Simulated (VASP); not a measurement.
# Ru (P6_3/mmc) in VASP: notebook

Ru is run at these levels: PBEsol; tasks: single point.

Everything below comes from runs of VASP 6.6.1. Logs are shortened: lines on timing, memory, paths and dates and some standing lists are left out, and cuts for length are marked.

## 1. The cell of the first run

It takes space group P6_3/mmc (No. 194, hexagonal). The conventional cell has a = 2.257 Å, b = 2.257 Å, c = 3.623 Å, α = 90.00°, β = 90.00°, γ = 120.00°. Ru (site symmetry -6m2) has 12 Ru at 2.23 to 2.26 Å within 3.0 Å.

## 2. Single point, PBEsol (7.99 Å³/atom)

File INCAR:

```
PREC = Accurate
ENCUT = 520
EDIFF = 1E-6
ISMEAR = -1
SIGMA = 0.08
LREAL = False
LASPH = True
NELM = 60
ALGO = Normal
ISIF = 2
LWAVE = False
LCHARG = False
GGA = PS
NBANDS = 21
```

File KPOINTS:

```
regular mesh
0
Gamma
  18 18 10
```

File POSCAR:

```
Ru
1.0
    2.2572005317      0.0000000000      0.0000000000
   -1.1286002659      1.9547930019      0.0000000000
    0.0000000000      0.0000000000      3.6233541004
Ru
2
Direct
    0.3333333333      0.6666666667      0.2500000000
    0.6666666667      0.3333333333      0.7500000000
```

Potentials or basis: VASP PAW PBE potentials, release 64 (Ru_pv).

Started as:

```sh
cat potpaw_PBE.64/Ru_pv/POTCAR > POTCAR
mpirun -np 1 vasp_std > vasp.out
```

OUTCAR:

```text
PREC = Accurate
   ENCUT = 520
   EDIFF = 1E-6
   ISMEAR = -1
   LREAL = False
   LASPH = True
   NELM = 60
   ISIF = 2
   GGA = PS

 ion  position               nearest neighbor table
   1  0.333  0.667  0.250-   2 2.23   2 2.23   2 2.23   2 2.23   2 2.23   2 2.23   2 3.17   2 3.17
                             2 3.17   2 3.17   2 3.17   2 3.17
   2  0.667  0.333  0.750-   1 2.23   1 2.23   1 2.23   1 2.23   1 2.23   1 2.23   1 3.17   1 3.17
                             1 3.17   1 3.17   1 3.17   1 3.17

  LATTYP: Found a hexagonal cell.
 ALAT       =     2.2572005317
 C/A-ratio  =     1.6052424450

  Lattice vectors:

 A1 = (   2.2572005317,   0.0000000000,   0.0000000000)
 A2 = (  -1.1286002659,   1.9547930019,   0.0000000000)
 A3 = (   0.0000000000,   0.0000000000,   3.6233541004)

Analysis of symmetry for initial positions (statically):
=====================================================================
 Subroutine PRICEL returns:
 Original cell was already a primitive cell.

 Routine SETGRP: Setting up the symmetry group for a
 hexagonal supercell.

 Subroutine GETGRP returns: Found 24 space group operations
 (whereof 12 operations were pure point group operations)
 out of a pool of 24 trial point group operations.

The static configuration has the point symmetry D_3d.
 The point group associated with its full space group is D_6h.

Analysis of symmetry for dynamics (positions and initial velocities):
=====================================================================
 Subroutine PRICEL returns:
 Original cell was already a primitive cell.

 Routine SETGRP: Setting up the symmetry group for a
 hexagonal supercell.

 Subroutine GETGRP returns: Found 24 space group operations
 (whereof 12 operations were pure point group operations)
 out of a pool of 24 trial point group operations.

The dynamic configuration has the point symmetry D_3d.
 The point group associated with its full space group is D_6h.

 Subroutine INISYM returns: Found 24 space group operations
 (whereof 12 operations are pure point group operations),
 and found     1 'primitive' translations

----------------------------------------------------------------------------------------

                                     Primitive cell

  volume of cell :      15.9875

  direct lattice vectors                    reciprocal lattice vectors
     2.257200532  0.000000000  0.000000000     0.443026654  0.255781558  0.000000000
    -1.128600266  1.954793002  0.000000000     0.000000000  0.511563116  0.000000000
     0.000000000  0.000000000  3.623354100     0.000000000  0.000000000  0.275987379

  length of vectors
     2.257200532  2.257200532  3.623354100     0.511563116  0.511563116  0.275987379

  position of ions in fractional coordinates (direct lattice)
     0.333333333  0.666666667  0.250000000
     0.666666667  0.333333333  0.750000000

  ion indices of the primitive-cell ions
   primitive index   ion index
                 1           1
                 2           2

----------------------------------------------------------------------------------------

 KPOINTS: regular mesh

Automatic generation of k-mesh.
 Grid dimensions read from file:
 generate k-points for:   18   18   10

 Generating k-lattice:

  Cartesian coordinates                     Fractional coordinates (reciprocal lattice)
     0.024612592  0.014210087  0.000000000     0.055555556  0.000000000  0.000000000
     0.000000000  0.028420173  0.000000000     0.000000000  0.055555556  0.000000000
     0.000000000  0.000000000  0.027598738     0.000000000  0.000000000  0.100000000

  Length of vectors
     0.028420173  0.028420173  0.027598738

  Shift w.r.t. Gamma in fractional coordinates (k-lattice)
     0.000000000  0.000000000  0.000000000

 Subroutine IBZKPT returns following result:
 ===========================================

 Found    222 irreducible k-points:

 Following reciprocal coordinates:
            Coordinates               Weight
  0.000000  0.000000  0.000000      1.000000
  0.055556  0.000000  0.000000      6.000000
  0.111111  0.000000  0.000000      6.000000
  0.166667  0.000000  0.000000      6.000000
  0.222222  0.000000  0.000000      6.000000
  0.277778  0.000000  0.000000      6.000000
[... 16 lines left out ...]
  0.333333  0.111111  0.000000     12.000000
  0.388889  0.111111  0.000000     12.000000
 [... further k-points ...]
   k-points           NKPTS =    222   k-points in BZ     NKDIM =    222   number of bands    NBANDS=     21
   number of dos      NEDOS =    301   number of ions     NIONS =      2
   total plane-waves  NPLWV =   9072
   dimension x,y,z NGX =    18 NGY =   18 NGZ =   28
   dimension x,y,z NGXF=    36 NGYF=   36 NGZF=   56
   ions per type =               2
   NGX,Y,Z   is equivalent  to a cutoff of  13.26, 13.26, 12.85 a.u.
   NGXF,Y,Z  is equivalent  to a cutoff of  26.51, 26.51, 25.69 a.u.
 SYSTEM =  unknown system
   PREC   = accura    normal or accurate (medium, high low for compatibility)
   ISTART =      0    job   : 0-new  1-cont  2-samecut
   ICHARG =      2    charge: 1-file 2-atom 10-const
   ISPIN  =      1    spin polarized calculation?
   LNONCOLLINEAR =      F non collinear calculations
   LSORBIT =      F    spin-orbit coupling
   LASPH  =      T    aspherical Exc in radial PAW
   ENCUT  =  520.0 eV  38.22 Ry    6.18 a.u.   4.20  4.20  6.74*2*pi/ulx,y,z
   NELM   =     60;   NELMIN=  2; NELMDL= -5     # of ELM steps
   EDIFF  = 0.1E-05   stopping-criterion for ELM
   LREAL  =      F    real-space projection
   EDIFFG = 0.1E-04   stopping-criterion for IOM
   NSW    =      0    number of steps for IOM
   IBRION =     -1    ionic relax: 0-MD 1-quasi-New 2-CG
   NFREE  =      0    steps in history (QN), initial steepest desc. (CG)
   ISIF   =      2    stress and relaxation
   ISYM   =      2    0-nonsym 1-usesym 2-fastsym
   POTIM  = 0.5000    time-step for ionic-motion
   TEBEG  =    0.0;   TEEND  =   0.0 temperature during run
   PSTRESS=    0.0 pullay stress
   NELECT =      28.0000    total number of electrons
   NUPDOWN=      -1.0000    fix difference up-down
   EMIN   =  10.00;   EMAX   =-10.00  energy-range for DOS
   EFERMI =   0.00;   METHOD = LEGACY
   ISMEAR =    -1;   SIGMA  =   0.08  broadening in eV -4-tet -1-fermi 0-gaus
   EFERMI_NEDOS =   21; number of points for ismear=-14 and -15
   IALGO  =     38    algorithm
   IMIX   =      4    mixing-type and parameters
     AMIX     =   0.40;   BMIX     =  1.00
     AMIX_MAG =   1.60;   BMIX_MAG =  1.00
  volume/ion in A,a.u.               =       7.99        53.94
  Fermi-wavevector in a.u.,A,eV,Ry     =   1.973333  3.729058 52.981648  3.894041
  Thomas-Fermi vector in A             =   2.995395
   LORBIT       =      0    0 simple, 1 ext, 2 COOP (PROOUT), +10 PAW based schemes
   GGA     = PS    functional components
   LHFCALC =     F    Hartree Fock is set to
   AEXX    =    0.0000 exact exchange contribution
   IVDW    =     0    specifies the selected vdW correction
   LEPSILON=     F    determine dielectric tensor
   LRPA    =     F    only Hartree local field effects (RPA)
 non-spin polarized calculation
  energy-cutoff  :      520.00
  volume of cell :       15.99
 maximum number of plane-waves:       452
 NGX is ok and might be reduce to    18
   NGX =  9   NGY =  9   NGZ = 13

 number of electron      28.0000009 magnetization

 Free energy of the ion-electron system (eV)
  ---------------------------------------------------
  ext. energy  EPLUGINS =         0.00000000
  ---------------------------------------------------
  free energy    TOTEN  =        -8.35231738 eV

  energy without entropy =       -8.33756831  energy(sigma->0) =       -8.34494285

 E-fermi :  25.1286     XC(G=0): -17.8013

 val. band max:       25.1182655430   @ k =   0.1667   0.1111   0.0000
 cond. band min:      25.1405733802   @ k =   0.0556   0.0556   0.4000
 fundamental gap:      0.0223078372
 Fermi energy:        25.1286472776

 k-point     1 :       0.0000    0.0000    0.0000
  band No.  band energies     occupation
      1     -22.6354      2.00000
      2     -18.0011      2.00000
      3     -18.0011      2.00000
      4     -17.2775      2.00000
      5     -17.2775      2.00000
      6     -17.1524      2.00000
[... 13 lines left out ...]
     20      35.1278      0.00000
     21      38.5364      0.00000

 k-point     2 :       0.0556    0.0000    0.0000
  band No.  band energies     occupation
      1     -22.5876      2.00000
      2     -18.1378      2.00000
      3     -18.0444      2.00000
      4     -17.4123      2.00000
      5     -17.2918      2.00000
      6     -17.1739      2.00000
[... 13 lines left out ...]
     20      35.1278      0.00000
     21      39.0399      0.00000

 k-point     3 :       0.1111    0.0000    0.0000
  band No.  band energies     occupation
      1     -22.4463      2.00000
      2     -18.5256      2.00000
      3     -18.1648      2.00000
      4     -17.7908      2.00000
      5     -17.3359      2.00000
      6     -17.2390      2.00000
[... 13 lines left out ...]
     20      35.1278      0.00000
     21      40.4598      0.00000

 k-point     4 :       0.1667    0.0000    0.0000
  band No.  band energies     occupation
      1     -22.2182      2.00000
      2     -19.1033      2.00000
      3     -18.3468      2.00000
      4     -18.3396      2.00000
      5     -17.4097      2.00000
      6     -17.3499      2.00000
[... 13 lines left out ...]
     20      35.1277      0.00000
     21      42.4962      0.00000

 k-point     5 :       0.2222    0.0000    0.0000
  band No.  band energies     occupation
      1     -21.9149      2.00000
      2     -19.7868      2.00000
      3     -18.9946      2.00000
      4     -18.5420      2.00000
      5     -17.5089      2.00000
      6     -17.5067      2.00000
[... 13 lines left out ...]
     20      37.4236      0.00000
     21      42.5879      0.00000

 k-point     6 :       0.2778    0.0000    0.0000
  band No.  band energies     occupation
      1     -21.5536      2.00000
      2     -20.4863      2.00000
      3     -19.6495      2.00000
      4     -18.7462      2.00000
      5     -17.7159      2.00000
      6     -17.6149      2.00000
[... 13 lines left out ...]
     20      39.6227      0.00000
     21      41.2993      0.00000

 k-point     7 :       0.3333    0.0000    0.0000
  band No.  band energies     occupation
      1     -21.1591      2.00000
      2     -21.1199      2.00000
      3     -20.2375      2.00000
      4     -18.9297      2.00000
      5     -17.9646      2.00000
      6     -17.7194      2.00000
[... 13 lines left out ...]
     20      40.0826      0.00000
     21      41.2585      0.00000
[... 291 lines left out ...]
      1     -21.7889      2.00000
      2     -19.8176      2.00000
      3     -19.4790      2.00000
      4     -18.4613      2.00000
      5     -17.7229      2.00000
      6     -17.5777      2.00000
[... 13 lines left out ...]
     20      38.4462      0.00000
     21      42.6255      0.00000

 k-point    21 :       0.2222    0.1111    0.0000
  band No.  band energies     occupation
      1     -21.4350      2.00000
      2     -20.4527      2.00000
      3     -19.9510      2.00000
      4     -18.7741      2.00000
      5     -17.8779      2.00000
      6     -17.7854      2.00000
[... 13 lines left out ...]
     20      40.5589      0.00000
     21      42.0378      0.00000

 k-point    22 :       0.2778    0.1111    0.0000
  band No.  band energies     occupation
      1     -21.0471      2.00000
      2     -21.0452      2.00000
      3     -20.3633      2.00000
      4     -19.0680      2.00000
      5     -18.0350      2.00000
      6     -18.0167      2.00000
[... 13 lines left out ...]
     20      41.1605      0.00000
     21      41.5861      0.00000

 k-point    23 :       0.3333    0.1111    0.0000
  band No.  band energies     occupation
      1     -21.5165      2.00000
      2     -20.6920      2.00000
      3     -20.6610      2.00000
      4     -19.3005      2.00000
      5     -18.3076      2.00000
      6     -18.1279      2.00000
[... 13 lines left out ...]
     20      40.3648      0.00000
     21      40.9655      0.00000

 k-point    24 :       0.3889    0.1111    0.0000
  band No.  band energies     occupation
      1     -21.8180      2.00000
      2     -20.9049      2.00000
      3     -20.3409      2.00000
      4     -19.4476      2.00000
      5     -18.5534      2.00000
      6     -18.2001      2.00000
[... 13 lines left out ...]
     20      39.0877      0.00000
     21      39.8643      0.00000

 [... further k-points ...]
[... 5 lines left out ...]
  --------------------------------------------------------------------------------------
  -------------------------------------------------------------------------------------
  Total       57.2271911     57.2271911     57.3599048     -0.0000000      0.0000000      0.0000000
  in kB     5734.9721610   5734.9721611   5748.2719460     -0.0000001      0.0000000      0.0000000
  external PRESSURE =    5739.4054227 kB  Pullay stress =       0.0000000 kB

 VOLUME and BASIS-vectors are now :
 -----------------------------------------------------------------------------
  energy-cutoff  :      520.00
  volume of cell :       15.99
      direct lattice vectors                 reciprocal lattice vectors
     2.257200532  0.000000000  0.000000000     0.443026654  0.255781558  0.000000000
    -1.128600266  1.954793002  0.000000000     0.000000000  0.511563116  0.000000000
     0.000000000  0.000000000  3.623354100     0.000000000  0.000000000  0.275987379

 POSITION                                       TOTAL-FORCE (eV/Angst)
 -----------------------------------------------------------------------------------
     -0.00000      1.30320      0.90584        -0.000000      0.000000      0.000000
      1.12860      0.65160      2.71752         0.000000     -0.000000      0.000000
 -----------------------------------------------------------------------------------
    total drift:                               -0.000000      0.000000     -0.000000

  FREE ENERGIE OF THE ION-ELECTRON SYSTEM (eV)
  ---------------------------------------------------
  free  energy   TOTEN  =        -8.3523173845 eV

  energy  without entropy=       -8.3375683110  energy(sigma->0) =       -8.34494285
```

Run time: 1.7 min. Hardware: 1 thread of Intel Xeon 8259CL, shared host; peak memory 0.17 GiB.

Results:

- Free energy: -8.3523 eV
- Pressure: 573.9 GPa
- Band gap on the k mesh: zero (bands 14 and 15 overlap by 7.12 eV)

Caveat: the cell stands under pressure; an empty level that is flat over the whole mesh can mark a ghost state of the potentials, or a narrow d or f band; the PAW data sets were made with another functional, which shifts forces and pressure a little.

[end of part 1 of 2]
